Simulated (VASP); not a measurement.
Wanted: the native input for a VASP 6.6.1 run.

```
Task                               : single point
Functional                         : HSE06
Potentials or basis                : VASP PAW PBE potentials, release 64 (Na_pv, H)
Cutoff                             : 520 eV
k mesh                             : 6 × 6 × 6
Occupations                        : gaussian, width 0.01 eV
Spin                               : no spin polarisation
Dipole correction                  : no
Grid for exact exchange (PRECFOCK) : Normal
Further INCAR settings             : ALGO = Normal; EDIFF = 1e-06; NBANDS = 11
Screening parameter                : 0.2079 1/Å
```

The system is NaH.

```
Na H
1.0
     0.00000    2.39751    2.28291
     2.39751    0.00000    2.28291
     2.39751    2.39751    0.00000
Na H
1 1
Direct
  0.00000 0.00000 0.00000
  0.50000 0.50000 0.50000
```

This cell differs from its parent crystal: uniaxial z strain -4.8%.

One way to write it, as run:

POSCAR

```
NaH
1.0
    0.0000000000      2.3975116422      2.2829105857
    2.3975116422      0.0000000000      2.2829105857
    2.3975116422      2.3975116422      0.0000000000
Na H
1 1
Direct
    0.0000000000      0.0000000000      0.0000000000
    0.5000000000      0.5000000000      0.5000000000
```

INCAR.step1

```
SYSTEM = NaH
  PREC = Accurate
  ENCUT = 520
  EDIFF = 1E-5
  ISMEAR = 0
  SIGMA = 0.01
  LREAL = .False.
  LASPH = .True.
  NELM = 80
  ALGO = Normal
  ISIF = 2
  LWAVE = .True.
  LCHARG = .False.
  NBANDS = 11
  GGA = PE
```

INCAR.step2

```
SYSTEM = NaH
  PREC = Accurate
  ENCUT = 520
  EDIFF = 1E-6
  ISMEAR = 0
  SIGMA = 0.01
  LREAL = .False.
  LASPH = .True.
  NELM = 80
  ALGO = Normal
  ISIF = 2
  LWAVE = .False.
  LCHARG = .False.
  GGA = PE
  LHFCALC = .True.
  HFSCREEN = 0.2079
  PRECFOCK = Normal
  NBANDS = 11
  ISTART = 1
```

KPOINTS

```
Automatic mesh
0
Gamma
  6 6 6
  0 0 0
```

Potentials or basis: VASP PAW PBE potentials, release 64 (Na_pv, H).

The run is started by

```sh
$ cat potpaw_PBE.64/Na_pv/POTCAR potpaw_PBE.64/H/POTCAR > POTCAR
$ cp INCAR.step1 INCAR
$ mpirun -np 1 vasp_std > vasp.out
$ cp INCAR.step2 INCAR
$ mpirun -np 1 vasp_std > vasp.out
```

It gave:

The pressure is 1.6 GPa and the band gap on the k mesh is 4.91 eV, indirect (least direct gap 5.92 eV).

Caveat: the cell differs from its parent crystal (uniaxial z strain -4.8%); the PAW data sets were made with another functional, which shifts forces and pressure a little.

Run time: 11 min on 1 thread of AMD EPYC 7R13 Processor (Zen 3) (shared host), peak memory 0.23 GiB.
